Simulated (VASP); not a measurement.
A run of VASP 6.6.1 is set up as follows.

POSCAR

```
TaN
1.0
    0.0000000000      2.2113230000      2.2113230000
    2.2113230000      0.0000000000      2.2113230000
    2.2113230000      2.2113230000      0.0000000000
Ta N
1 1
Direct
    0.5000000000      0.5000000000      0.5000000000
    0.0000000000      0.0000000000      0.0000000000
```

INCAR.step1

```
SYSTEM = TaN
PREC = Accurate
ENCUT = 600
ISMEAR = -1
SIGMA = 0.05
LREAL = .FALSE.
LASPH = .TRUE.
NELM = 100
GGA = PE
ALGO = Normal
EDIFF = 1E-4
LWAVE = .TRUE.
LCHARG = .FALSE.
```

INCAR.step2

```
SYSTEM = TaN
PREC = Accurate
ENCUT = 600
EDIFF = 1E-7
ISMEAR = -1
SIGMA = 0.05
LREAL = .FALSE.
LASPH = .TRUE.
NELM = 100
ALGO = Normal
ISIF = 3
LWAVE = .FALSE.
LCHARG = .FALSE.
METAGGA = R2SCAN
LMIXTAU = .TRUE.
IBRION = 2
NSW = 60
EDIFFG = -0.01
PSTRESS = 20.0
ISTART = 1
```

KPOINTS

```
Automatic mesh
0
G
  10 10 10
  0 0 0
```

Potentials or basis: VASP PAW PBE potentials, release 64 (Ta_pv, N).

Launch:

```bash
$ cat potpaw_PBE.64/Ta_pv/POTCAR potpaw_PBE.64/N/POTCAR > POTCAR
$ cp INCAR.step1 INCAR
$ mpirun -np 1 vasp_std > vasp.out
$ cp INCAR.step2 INCAR
$ mpirun -np 1 vasp_std > vasp.out
```

(1) Estimate the relaxed volume.

(2) Predict the relaxed cell.

(3) Estimate the space group after relaxing (to 0.05 Å).

Answers

(1) 10.62 Å³/atom.

(2) a = 3.108 Å, b = 3.108 Å, c = 3.108 Å, α = 60.00°, β = 60.00°, γ = 60.00°.

(3) Fm-3m (No. 225).

Caveat: the cell is relaxed towards a set pressure, so the enthalpy falls and the energy may rise; the PAW data sets were made with another functional, which shifts forces and pressure a little.
